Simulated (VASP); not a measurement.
Write the native input for VASP 6.6.1 that does the following.

| Property | Result |
| --- | --- |
| Task | single point |
| Functional | PBE |
| Potentials or basis | VASP PAW PBE potentials, release 64 (Si, O, Ti_sv) |
| Cutoff | 520 eV |
| k mesh | 2 × 2 × 1 |
| Occupations | fermi-dirac, width 0.02 eV |
| Spin | no spin polarisation |
| Dipole correction | no |
| Further INCAR settings | LREAL = Auto; ALGO = Normal; EDIFF = 1e-06; NBANDS = 126 |

The structure of TiSi12O24 (a cell with a defect) lies in POSCAR:

```
TiSi12O24
1.0
   -2.4557500000      4.2534840000      5.4038000000
    4.9115000000      0.0000000000      5.4038000000
    4.9115000000      8.5069680000      0.0000000000
Si O Ti
12 24 1
Direct
    0.8489877183      0.3180254947      0.0608468639
    0.6323882401      0.1885401807      0.8994529824
    0.2719713165      0.2106573893      0.1452610797
    0.8263847197      0.3310552300      0.5810551793
    0.6221036906      0.1753205294      0.4097345736
    0.2285563977      0.2488222988      0.6437307651
    0.3891304730      0.7838026482      0.3184946457
    0.1230201464      0.6806150733      0.1793602345
    0.7814907821      0.7407728102      0.3892216901
    0.3401133010      0.8169084245      0.8357490608
    0.1556676883      0.6852327892      0.6553497061
    0.7536940243      0.7573850312      0.8805101332
    0.0745014583      0.2059646951      0.0920900654
    0.1757585682      0.7728139178      0.9935338586
    0.2084443280      0.3948283690      0.2225172807
    0.4108225905      0.2849749964      0.9825323998
    0.3338376982      0.6989705108      0.2095836839
    0.4055443536      0.0174568677      0.2397644590
    0.0406123971      0.2026915742      0.6165288054
    0.2168592001      0.7754521364      0.4756265525
    0.1608678182      0.4477944195      0.7035196687
    0.3987133325      0.2876518179      0.4848130638
    0.3153350347      0.7187609718      0.7196637480
    0.3144020949      0.0589633147      0.7678814261
    0.6172923039      0.6676310833      0.3418852712
    0.6829551990      0.2826428987      0.2280972479
    0.6410510247      0.9386203177      0.4597015909
    0.9535892062      0.8554140878      0.2655788254
    0.7856792196      0.2424352554      0.4603884733
    0.8178149498      0.5679496973      0.5442877176
    0.5690856951      0.7173395982      0.8489226833
    0.6414873975      0.2777142754      0.7241643108
    0.6807286890      0.9468865077      0.9516944713
    0.9285711245      0.7988155293      0.7271491534
    0.7983452967      0.2565127661      0.9379285374
    0.8346735410      0.5608645989      0.0082146128
    0.9097945078      0.4236921128      0.2495771252
```

One way to write it, as run:

INCAR

```
SYSTEM = TiSi12O24
PREC = Accurate ; ENCUT = 520
EDIFF = 1E-6 ; ISMEAR = -1
SIGMA = 0.02 ; LREAL = Auto
LASPH = .True. ; NELM = 80
ALGO = Normal ; ISIF = 2
LWAVE = .False. ; LCHARG = .False.
GGA = PE ; NBANDS = 126
```

KPOINTS

```
Automatic mesh
0
Gamma
  2 2 1
  0 0 0
```

Potentials or basis: VASP PAW PBE potentials, release 64 (Si, O, Ti_sv).

The run is started by

```sh
$ cat potpaw_PBE.64/Si/POTCAR potpaw_PBE.64/O/POTCAR potpaw_PBE.64/Ti_sv/POTCAR > POTCAR
$ mpirun -np 1 vasp_std > vasp.out
```

Results of the run:

```yaml
Pressure: 3.4 GPa
Largest_force: 1.716 eV/Å
Band_gap_on_the_k_mesh: 0.30 eV
```

Caveat: the k points lie up to 0.70 Å⁻¹ apart; semilocal functionals underestimate gaps, and a narrow one can read as zero.

It took 4.6 min on 1 thread of Intel(R) Xeon(R) 6975P-C (Granite Rapids) (shared host), peak memory 0.58 GiB.
